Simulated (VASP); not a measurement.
Here is a VASP 6.6.1 calculation.

File INCAR:

```
ALGO = Normal ; EDIFF = 1E-6
ENCUT = 520 ; GGA = PE
GGA_COMPAT = False ; ISIF = 2
ISMEAR = -1 ; LASPH = True
LCHARG = True ; LELF = True
LREAL = Auto ; LVHAR = True
LWAVE = False ; NBANDS = 87
NELECT = 128.0 ; NELM = 120
PREC = Accurate ; SIGMA = 0.01
```

KPOINTS

```
Automatic mesh
0
Gamma
  2 2 2
  0.5 0.5 0.5
```

The input POSCAR:

```
MgAl16N16
1.0
    6.2595139365      0.0000000578      0.0000000000
   -3.1297570183      5.4208980555      0.0000000000
    0.0000000000      0.0000000000     10.0348064907
Al N Mg
16 16 1
Direct
    0.3588899046      0.1794595032      0.2330889905
    0.1753079501      0.3501770795      0.5116934634
    0.3325273523      0.1652442624      0.7518589791
    0.1657684804      0.3318112716      0.9987622966
    0.3329418344      0.6660440996      0.2524663089
    0.1740547003      0.8250348231      0.5113092092
    0.3332940395      0.6658371239      0.7586288180
    0.1656923774      0.8333651746      0.9989509653
    0.8199432889      0.1789098902      0.2318207676
    0.6665457850      0.3326319478      0.5016158425
    0.8338004144      0.1653226729      0.7520231031
    0.6657768221      0.3330944307      0.9835270116
    0.8197112670      0.6402138173      0.2329713193
    0.6488696826      0.8236866865      0.5116855698
    0.8338755413      0.6666071500      0.7518829557
    0.6671531577      0.8332336585      0.9987553422
    0.3304232114      0.1667561596      0.4366177928
    0.1631793306      0.3239208823      0.1939934062
    0.3290328067      0.1658276029      0.9408014467
    0.1690003806      0.3335842137      0.6952076267
    0.3316467384      0.6673626519      0.4410396284
    0.1642685921      0.8349854720      0.1934066930
    0.3317226909      0.6671744596      0.9469005038
    0.1688277710      0.8302503424      0.6949830958
    0.8324013363      0.1662935023      0.4363196293
    0.6667800218      0.3321974560      0.1725202254
    0.8328815556      0.1661075069      0.9413510556
    0.6678687215      0.3312212653      0.6904150892
    0.8325681443      0.6687795811      0.4365847093
    0.6749914432      0.8356592278      0.1939966782
    0.8330549348      0.6698945993      0.9408369781
    0.6654874988      0.8300697923      0.6952050054
   -0.0016069801      0.0006249816      0.3505391283
```

Potentials or basis: VASP PAW PBE potentials, release 64 (Al, N, Mg).

Run with:

```bash
$ cat potpaw_PBE.64/Al/POTCAR potpaw_PBE.64/N/POTCAR potpaw_PBE.64/Mg/POTCAR > POTCAR
$ mpirun -np 1 vasp_std > vasp.out
```

Q: Predict the largest force.

A: 0.305 eV/Å.

Forces on the atoms (eV/Å):
```
Al   0.093 -0.156 -0.120
Al  -0.100  0.028 -0.111
Al   0.109 -0.070 -0.095
Al  -0.130  0.065 -0.082
Al   0.087 -0.052 -0.096
Al  -0.046  0.032 -0.060
Al   0.107 -0.067 -0.110
Al  -0.132  0.069 -0.109
Al   0.133 -0.073 -0.061
Al  -0.084  0.046 -0.068
Al   0.112 -0.068 -0.085
Al  -0.131  0.080 -0.084
Al   0.187 -0.005 -0.119
Al  -0.077  0.070 -0.109
Al   0.110 -0.066 -0.092
Al  -0.124  0.075 -0.082
N    0.069 -0.076  0.033
N   -0.149  0.117  0.065
N    0.203 -0.085  0.109
N   -0.179  0.092  0.111
N    0.163 -0.094  0.146
N   -0.220  0.119  0.175
N    0.192 -0.105  0.140
N   -0.167  0.098  0.123
N    0.180 -0.090  0.026
N   -0.210  0.126  0.014
N    0.182 -0.106  0.067
N   -0.165  0.098  0.101
N    0.091 -0.037  0.038
N   -0.177  0.079  0.061
N    0.185 -0.130  0.110
N   -0.167  0.111  0.112
Mg   0.056 -0.028  0.054
```

Caveat: the k points lie up to 0.58 Å⁻¹ apart; the cell carries a net charge on a neutralising background, which shifts energy and pressure.
